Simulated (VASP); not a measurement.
# FePt (P4/mmm) in VASP: notebook, part 3 of 3

VASP 6.6.1.

## Step 5: Single point, LDA, collinear spin, ferromagnetic start

File INCAR:

```
PREC = Accurate ; ENCUT = 600
EDIFF = 1E-6 ; ISMEAR = 0
SIGMA = 0.1 ; LREAL = F
LASPH = T ; NELM = 200
ALGO = Normal ; ISIF = 2
LWAVE = F ; LCHARG = T
ISPIN = 2 ; MAGMOM = 3.16 0.4
LORBIT = 11 ; NUPDOWN = 3.2
LMAXMIX = 4 ; GGA = CA
LELF = T ; LVHAR = T
NBANDS = 20 ; GGA_COMPAT = F
```

File KPOINTS:

```
regular mesh
0
Gamma
  7 7 5
```

File POSCAR:

```
FePt
1.0
    2.7235000000      0.0000000000      0.0000000000
    0.0000000000      2.7235000000      0.0000000000
    0.0000000000      0.0000000000      3.7200000000
Fe Pt
1 1
Direct
    0.0000000000      0.0000000000      0.0000000000
    0.5000000000      0.5000000000      0.5000000000
```

Potentials or basis: VASP PAW LDA potentials, release 64 (Fe, Pt).

On the command line:

```sh
$ cat potpaw_LDA.64/Fe/POTCAR potpaw_LDA.64/Pt/POTCAR > POTCAR
$ mpirun -np 1 vasp_std > vasp.out
```

OUTCAR:

```text
PREC = Accurate
   ENCUT = 600
   EDIFF = 1E-6
   ISMEAR = 0
   LREAL = F
   LASPH = T
   NELM = 200
   ISIF = 2
   ISPIN = 2
   LORBIT = 11
   NUPDOWN = 3.2
   GGA = CA

 ion  position               nearest neighbor table
   1  0.000  0.000  0.000-   2 2.68   2 2.68   2 2.68   2 2.68   2 2.68   2 2.68   2 2.68   2 2.68

   2  0.500  0.500  0.500-   1 2.68   1 2.68   1 2.68   1 2.68   1 2.68   1 2.68   1 2.68   1 2.68

  LATTYP: Found a simple tetragonal cell.
 ALAT       =     2.7235000000
 C/A-ratio  =     1.3658894804

  Lattice vectors:

 A1 = (   2.7235000000,   0.0000000000,   0.0000000000)
 A2 = (   0.0000000000,   2.7235000000,   0.0000000000)
 A3 = (   0.0000000000,   0.0000000000,   3.7200000000)

Analysis of symmetry for initial positions (statically):
=====================================================================
 Subroutine PRICEL returns:
 Original cell was already a primitive cell.

 Routine SETGRP: Setting up the symmetry group for a
 simple tetragonal supercell.

 Subroutine GETGRP returns: Found 16 space group operations
 (whereof 16 operations were pure point group operations)
 out of a pool of 16 trial point group operations.

The static configuration has the point symmetry D_4h.

Analysis of symmetry for dynamics (positions and initial velocities):
=====================================================================
 Subroutine PRICEL returns:
 Original cell was already a primitive cell.

 Routine SETGRP: Setting up the symmetry group for a
 simple tetragonal supercell.

 Subroutine GETGRP returns: Found 16 space group operations
 (whereof 16 operations were pure point group operations)
 out of a pool of 16 trial point group operations.

The dynamic configuration has the point symmetry D_4h.

Analysis of structural, dynamic, and magnetic symmetry:
=====================================================================
 Subroutine PRICEL returns:
 Original cell was already a primitive cell.

 Routine SETGRP: Setting up the symmetry group for a
 simple tetragonal supercell.

 Subroutine GETGRP returns: Found 16 space group operations
 (whereof 16 operations were pure point group operations)
 out of a pool of 16 trial point group operations.

The overall configuration has the point symmetry D_4h.

 Subroutine INISYM returns: Found 16 space group operations
 (whereof 16 operations are pure point group operations),
 and found     1 'primitive' translations

----------------------------------------------------------------------------------------

                                     Primitive cell

  volume of cell :      27.5929

  direct lattice vectors                    reciprocal lattice vectors
     2.723500000  0.000000000  0.000000000     0.367174592  0.000000000  0.000000000
     0.000000000  2.723500000  0.000000000     0.000000000  0.367174592  0.000000000
     0.000000000  0.000000000  3.720000000     0.000000000  0.000000000  0.268817204

  length of vectors
     2.723500000  2.723500000  3.720000000     0.367174592  0.367174592  0.268817204

  position of ions in fractional coordinates (direct lattice)
     0.000000000  0.000000000  0.000000000
[... 69 lines left out ...]
   PREC   = accura    normal or accurate (medium, high low for compatibility)
   ISTART =      0    job   : 0-new  1-cont  2-samecut
   ICHARG =      2    charge: 1-file 2-atom 10-const
   ISPIN  =      2    spin polarized calculation?
   LNONCOLLINEAR =      F non collinear calculations
   LSORBIT =      F    spin-orbit coupling
   LASPH  =      T    aspherical Exc in radial PAW
   ENCUT  =  600.0 eV  44.10 Ry    6.64 a.u.   5.44  5.44  7.43*2*pi/ulx,y,z
   NELM   =    200;   NELMIN=  2; NELMDL= -5     # of ELM steps
   EDIFF  = 0.1E-05   stopping-criterion for ELM
   LREAL  =      F    real-space projection
   EDIFFG = 0.1E-04   stopping-criterion for IOM
   NSW    =      0    number of steps for IOM
   IBRION =     -1    ionic relax: 0-MD 1-quasi-New 2-CG
   NFREE  =      0    steps in history (QN), initial steepest desc. (CG)
   ISIF   =      2    stress and relaxation
   ISYM   =      2    0-nonsym 1-usesym 2-fastsym
   POTIM  = 0.5000    time-step for ionic-motion
   TEBEG  =    0.0;   TEEND  =   0.0 temperature during run
   PSTRESS=    0.0 pullay stress
   NELECT =      18.0000    total number of electrons
   NUPDOWN=       3.2000    fix difference up-down
   EMIN   =  10.00;   EMAX   =-10.00  energy-range for DOS
   EFERMI =   0.00;   METHOD = LEGACY
   ISMEAR =     0;   SIGMA  =   0.10  broadening in eV -4-tet -1-fermi 0-gaus
   EFERMI_NEDOS =   21; number of points for ismear=-14 and -15
   IALGO  =     38    algorithm
   IMIX   =      4    mixing-type and parameters
     AMIX     =   0.40;   BMIX     =  1.00
     AMIX_MAG =   1.60;   BMIX_MAG =  1.00
  volume/ion in A,a.u.               =      13.80        93.10
  Fermi-wavevector in a.u.,A,eV,Ry     =   1.419819  2.683070 27.427809  2.015887
  Thomas-Fermi vector in A             =   2.540800
   LORBIT       =     11    0 simple, 1 ext, 2 COOP (PROOUT), +10 PAW based schemes
   GGA     = CA    functional components
   LHFCALC =     F    Hartree Fock is set to
   AEXX    =    0.0000 exact exchange contribution
   IVDW    =     0    specifies the selected vdW correction
   LEPSILON=     F    determine dielectric tensor
   LRPA    =     F    only Hartree local field effects (RPA)
 spin polarized calculation
 Gauss-broadening in eV      SIGMA  =   0.10
  energy-cutoff  :      600.00
  volume of cell :       27.59
 maximum number of plane-waves:       935
 NGX is ok and might be reduce to    24
   NGX = 11   NGY = 11   NGZ = 15

 number of electron      18.0000002 magnetization       3.2000100

 Free energy of the ion-electron system (eV)
  ---------------------------------------------------
  ext. energy  EPLUGINS =         0.00000000
  ---------------------------------------------------
  free energy    TOTEN  =       -16.92444802 eV

  energy without entropy =      -16.91434297  energy(sigma->0) =      -16.91939549

 E-fermi :   8.4374     XC(G=0): -13.3075

 val. band max:        8.5302806635   @ k =   0.4286   0.4286   0.2000
 cond. band min:       8.4573897854   @ k =   0.2857   0.2857   0.2000
 fundamental gap:     -0.0728908780
 Fermi energy:         8.5356079271

 spin component 1

 k-point     1 :       0.0000    0.0000    0.0000
  band No.  band energies     occupation
      1      -1.1009      1.00000
      2       2.2107      1.00000
      3       2.3240      1.00000
      4       5.1739      1.00000
      5       5.1739      1.00000
      6       5.7609      1.00000
[... 541 lines left out ...]
     19      29.6398      0.00000
     20      30.3541      0.00000

 [... further k-points ...]

 spin component 2

 k-point     1 :       0.0000    0.0000    0.0000
  band No.  band energies     occupation
      1      -0.8714      1.00000
      2       2.6559      1.00000
      3       2.7252      1.00000
      4       6.1071      1.00000
      5       6.1071      1.00000
      6       7.7002      1.00000
[... 541 lines left out ...]
     19      29.9273      0.00000
     20      30.7227      0.00000

 [... further k-points ...]

------------------------ aborting loop because EDIFF is reached ----------------------------------------

  FORCE on cell =-STRESS in cart. coord.  units (eV):
  Direction    XX          YY          ZZ          XY          YZ          ZX
  --------------------------------------------------------------------------------------
  -------------------------------------------------------------------------------------
  Total       -2.2046630     -2.2046630     -1.9362777      0.0000000     -0.0000000      0.0000000
  in kB     -128.0132986   -128.0132986   -112.4295660      0.0000000     -0.0000000      0.0000000
  external PRESSURE =    -122.8187210 kB  Pullay stress =       0.0000000 kB

 VOLUME and BASIS-vectors are now :
 -----------------------------------------------------------------------------
  energy-cutoff  :      600.00
  volume of cell :       27.59
      direct lattice vectors                 reciprocal lattice vectors
     2.723500000  0.000000000  0.000000000     0.367174592  0.000000000  0.000000000
     0.000000000  2.723500000  0.000000000     0.000000000  0.367174592  0.000000000
     0.000000000  0.000000000  3.720000000     0.000000000  0.000000000  0.268817204

 POSITION                                       TOTAL-FORCE (eV/Angst)
 -----------------------------------------------------------------------------------
      0.00000      0.00000      0.00000         0.000000      0.000000      0.000000
      1.36175      1.36175      1.86000         0.000000      0.000000      0.000000
 -----------------------------------------------------------------------------------
    total drift:                                0.000000      0.000000     -0.000000

  FREE ENERGIE OF THE ION-ELECTRON SYSTEM (eV)
  ---------------------------------------------------
  free  energy   TOTEN  =       -16.9244480155 eV

  energy  without entropy=      -16.9143429663  energy(sigma->0) =      -16.91939549

 total charge

# of ion       s       p       d       tot
------------------------------------------
    1        0.412   0.448   6.161   7.021
    2        0.713   0.655   8.050   9.418
--------------------------------------------------
tot          1.125   1.103  14.211  16.439

 magnetization (x)

# of ion       s       p       d       tot
------------------------------------------
    1        0.003  -0.003   2.815   2.815
    2       -0.023  -0.054   0.413   0.337
--------------------------------------------------
tot         -0.020  -0.057   3.229   3.152
```

OSZICAR:

```text
N       E                     dE             d eps       ncg     rms          rms(c)
DAV:   1     0.105041233811E+03    0.10504E+03   -0.92077E+03  2544   0.114E+03
DAV:   2    -0.138181047239E+02   -0.11886E+03   -0.10658E+03  2460   0.239E+02
DAV:   3    -0.184933866964E+02   -0.46753E+01   -0.45183E+01  2784   0.530E+01
DAV:   4    -0.185527149337E+02   -0.59328E-01   -0.59274E-01  2772   0.496E+00
DAV:   5    -0.185542690967E+02   -0.15542E-02   -0.15541E-02  2932   0.906E-01    0.171E+01
DAV:   6    -0.194959135004E+02   -0.94164E+00   -0.11845E+01  2700   0.677E+01    0.237E+01
DAV:   7    -0.170576595210E+02    0.24383E+01   -0.80625E+00  3112   0.638E+01    0.779E+00
DAV:   8    -0.169713428792E+02    0.86317E-01   -0.28192E-01  3248   0.718E+00    0.315E+00
DAV:   9    -0.169295495119E+02    0.41793E-01   -0.59023E-02  3600   0.453E+00    0.148E+00
DAV:  10    -0.169253321342E+02    0.42174E-02   -0.71083E-03  3708   0.112E+00    0.483E-01
DAV:  11    -0.169246448594E+02    0.68727E-03   -0.18981E-03  3480   0.681E-01    0.193E-01
DAV:  12    -0.169244564426E+02    0.18842E-03   -0.19571E-04  3380   0.174E-01    0.683E-02
DAV:  13    -0.169244493110E+02    0.71316E-05   -0.14571E-05  3156   0.360E-02    0.270E-02
DAV:  14    -0.169244482746E+02    0.10364E-05   -0.17104E-06  1648   0.200E-02    0.149E-02
DAV:  15    -0.169244480155E+02    0.25915E-06   -0.10293E-06  1508   0.193E-02
   1 F= -.16924448E+02 E0= -.16919395E+02  d E =-.101050E-01  mag=     3.2000
```

stdout:

```text
POSCAR found type information on POSCAR FePt
 POSCAR found :  2 types and       2 ions
 scaLAPACK will be used
 LDA part: xc-table for (Slater(with rela. corr.)+CA(PZ))
 , standard interpolation
 POSCAR, INCAR and KPOINTS ok, starting setup
 FFT: planning ... GRIDC
 FFT: planning ... GRID_SOFT
 FFT: planning ... GRID
 WAVECAR not read
 entering main loop
```

Wall time 36 s (1 thread of AMD EPYC 7R13 (Zen 3), shared host); peak memory 0.13 GiB.

Results:

* Free energy: -16.9244 eV
* Pressure: -12.3 GPa
* Net moment: 3.20 μB per cell
* Site moments: Fe +2.81; Pt +0.34 μB
* Valence electrons inside the program's atomic spheres: Fe 7.02; Pt 9.42

Stress tensor (GPa, compression positive):
```
-12.80   0.00   0.00
  0.00 -12.80   0.00
  0.00   0.00 -11.24
```

Caveat: the cell stands under tension; spin-orbit coupling is left out, which moves the levels of the heavy elements; the total moment is fixed, so each spin has its own Fermi level.

## Step 6: Single point, LDA, collinear spin, ferromagnetic start

File INCAR:

```
PREC = Accurate
ENCUT = 600
EDIFF = 1E-6
ISMEAR = 0
SIGMA = 0.1
LREAL = False
LASPH = True
NELM = 200
ALGO = Normal
ISIF = 2
LWAVE = False
LCHARG = False
ISPIN = 2
MAGMOM = 3.69 0.79
LORBIT = 11
NUPDOWN = 4.2
LMAXMIX = 4
NBANDS = 20
GGA_COMPAT = False
```

File KPOINTS:

```
Automatic mesh
0
Gamma
  7 7 5
```

POSCAR is that of step 5.

Potentials or basis: VASP PAW LDA potentials, release 64 (Fe, Pt).

On the command line:

```sh
$ cat potpaw_LDA.64/Fe/POTCAR potpaw_LDA.64/Pt/POTCAR > POTCAR
$ mpirun -np 1 vasp_std > vasp.out
```

It took 35 s on 1 thread of AMD EPYC 7R13 (Zen 3), shared host; peak memory 0.13 GiB.

It converged, with:

```
Free energy                                           : -16.4687 eV
Pressure                                              : -3.0 GPa
Net moment                                            : 4.20 μB per cell
Site moments                                          : Fe +3.32; Pt +0.76 μB
Valence electrons inside the program's atomic spheres : Fe 6.97; Pt 9.45
```

Stress tensor (GPa, compression positive):
```
-1.55  0.00  0.00
 0.00 -1.55  0.00
 0.00  0.00 -5.81
```

Caveat: spin-orbit coupling is left out, which moves the levels of the heavy elements; the total moment is fixed, so each spin has its own Fermi level.

## Step 7: Summary

| spin | fixed moment (μB) | pressure (GPa) | moment (μB) |
| --- | --- | --- | --- |
| collinear, zero start | 0.0 | -27.7 | 0.00 |
| collinear, ferromagnetic start | 1.1 | -25.4 | 1.10 |
| collinear, ferromagnetic start | 2.1 | -20.1 | 2.10 |
| collinear, ferromagnetic start | 3.2 | -12.3 | 3.20 |
| collinear, ferromagnetic start | 4.2 | -3.0 | 4.20 |

Alike in all rows: task single point; level LDA; potentials or basis VASP PAW LDA potentials, release 64 (Fe, Pt); cell as given; k mesh 7 × 7 × 5; cutoff (eV) 600; smearing gaussian 0.1 eV.

Caveats: spin-orbit coupling is left out, which moves the levels of the heavy elements; the total moment is fixed, so each spin has its own Fermi level; the cell stands under tension (at least some runs).

Absolute energies hang on the potentials; compare differences alone.
